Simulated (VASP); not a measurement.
Here is a VASP 6.6.1 calculation.

The input INCAR:

```
PREC = Accurate
ENCUT = 520
EDIFF = 1E-6
ISMEAR = -1
SIGMA = 0.05
LREAL = F
LASPH = T
NELM = 150
ALGO = Normal
ISIF = 2
LWAVE = F
LCHARG = F
LMAXMIX = 4
LDAU = T
LDAUTYPE = 2
LDAUL = 2 -1
LDAUU = 8 0
LDAUJ = 0 0
LDAUPRINT = 1
GGA = PE
NBANDS = 18
```

The input KPOINTS:

```
regular mesh
0
Gamma
  7 7 7
```

Contents of POSCAR:

```
HfO2
1.0
    0.0000000000      2.5575000000      2.5575000000
    2.5575000000      0.0000000000      2.5575000000
    2.5575000000      2.5575000000      0.0000000000
Hf O
1 2
Direct
    0.0090260000      0.0007760000     -0.0152430000
    0.7464370000      0.7487370000      0.7572420000
    0.2510910000      0.2400870000      0.2500430000
```

Potentials or basis: VASP PAW PBE potentials, release 64 (Hf_pv, O).

Run with:

```console
$ cat potpaw_PBE.64/Hf_pv/POTCAR potpaw_PBE.64/O/POTCAR > POTCAR
$ mpirun -np 1 vasp_std > vasp.out
```

(1) Estimate the pressure.

(2) What does it give for the largest force?

(3) What does it give for the band gap on the k mesh?

## Answers

(1) 16.2 GPa.

(2) 0.773 eV/Å.

(3) 4.89 eV (least direct gap 5.07 eV).

Caveat: the cell stands under pressure; spin-orbit coupling is left out, which moves the levels of the heavy elements.
